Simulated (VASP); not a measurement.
Input of a VASP 6.6.1 run:

File INCAR:

```
SYSTEM = SnSe2
ALGO = Normal
EDIFF = 1E-6
ENCUT = 520
GGA = PE
ISIF = 2
ISMEAR = 0
LASPH = .TRUE.
LCHARG = .FALSE.
LREAL = .FALSE.
LWAVE = .FALSE.
NBANDS = 20
NELM = 80
PREC = Accurate
SIGMA = 0.05
```

File KPOINTS:

```
k-points
0
G
  12 12 6
  0 0 0
```

POSCAR

```
SnSe2
1.0
    3.8109987816      0.0000000000      0.0000000000
   -1.9054993908      3.3004217586      0.0000000000
    0.0000000000      0.0000000000      6.3517950000
Sn Se
1 2
Direct
    0.0000000000      0.0000000000      0.0000000000
    0.3333333333      0.6666666667      0.2500000000
    0.6666666667      0.3333333333      0.7500000000
```

Potentials or basis: VASP PAW PBE potentials, release 64 (Sn_d, Se).

Run with:

```bash
$ cat potpaw_PBE.64/Sn_d/POTCAR potpaw_PBE.64/Se/POTCAR > POTCAR
$ mpirun -np 1 vasp_std > vasp.out
```

**Question.** Predict the pressure.

**Answer.** 2.8 GPa.

**Question.** What does it give for the band gap on the k mesh?

**Answer.** 0.65 eV (least direct gap 1.17 eV).

Stress tensor (GPa, compression positive):
```
3.01 0.00 0.00
0.00 3.01 0.00
0.00 0.00 2.42
```

Caveat: the cell differs from its parent crystal (strain +0.0350 x Voigt [0, 0, 1, 0, 0, 0]); spin-orbit coupling is left out, which moves the levels of the heavy elements; this functional lacks dispersion, which binds the layers, so the pressure and a relaxed spacing across them are unreliable. A k mesh can miss the band edges.
